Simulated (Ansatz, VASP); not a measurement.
**One calculation of K, two programs**

File INCAR:

```
SYSTEM = K
PREC = Accurate
ENCUT = 520
EDIFF = 1E-6
ISMEAR = -1
SIGMA = 0.1
LREAL = .FALSE.
LASPH = .TRUE.
NELM = 100
ALGO = Normal
ISIF = 2
LWAVE = .FALSE.
LCHARG = .TRUE.
GGA = PE
LELF = .TRUE.
LVHAR = .TRUE.
NBANDS = 26
```

File KPOINTS:

```
Automatic mesh
0
G
  6 6 4
  0 0 0
```

The input POSCAR:

```
K
1.0
    3.9603272702      0.0000000000      0.0000000000
   -1.9801636351      3.4297440233      0.0000000000
    0.0000000000      0.0000000000     12.6828356412
K
4
Direct
    0.0000000000      0.0000000000      0.0000000000
    0.0000000000      0.0000000000      0.5000000000
    0.3333333333      0.6666666667      0.2500000000
    0.6666666667      0.3333333333      0.7500000000
```

Input for Ansatz:

```yaml
crystal:
  lattice:
    - [3.9603272702, 0.0, 0.0]
    - [-1.9801636351, 3.4297440233, 0.0]
    - [0.0, 0.0, 12.6828356412]
  atoms:
    - { symbol: K, position: [0.0, 0.0, 0.0] }
    - { symbol: K, position: [0.0, 0.0, 0.5] }
    - { symbol: K, position: [0.3333333333, 0.6666666667, 0.25] }
    - { symbol: K, position: [0.6666666667, 0.3333333333, 0.75] }
kpoints:
  mp_grid: { grid: [6, 6, 4] }
scf:
  occupations: { method: fermi_dirac, width: 0.1 }
hamiltonian:
  xc: pbe
  pseudopotentials: { kind: all_electron, lapw: { basis_error: 0.001 } }
output:
  forces: true
  stress: true
  eigenvalues: true
  populations: true
```

Change from the starting cell: volume scaled by 0.58, LAPW.

Alike in both runs: task single point; functional PBE; k mesh 6 × 6 × 4; occupations fermi-dirac, width 0.1 eV; no spin polarisation.

|  | VASP | Ansatz |
| --- | --- | --- |
| version | VASP 6.6.1 | Ansatz 0.2.0 |
| potentials or method | VASP PAW PBE potentials, release 64 (K_sv), cutoff 520 eV | all-electron LAPW, scalar-relativistic |

```tsv
	VASP	Ansatz	Ansatz less VASP
pressure (GPa)	5.3	5.3	+0.01
```

Ansatz ran all-electron here, and VASP with PAW potentials.
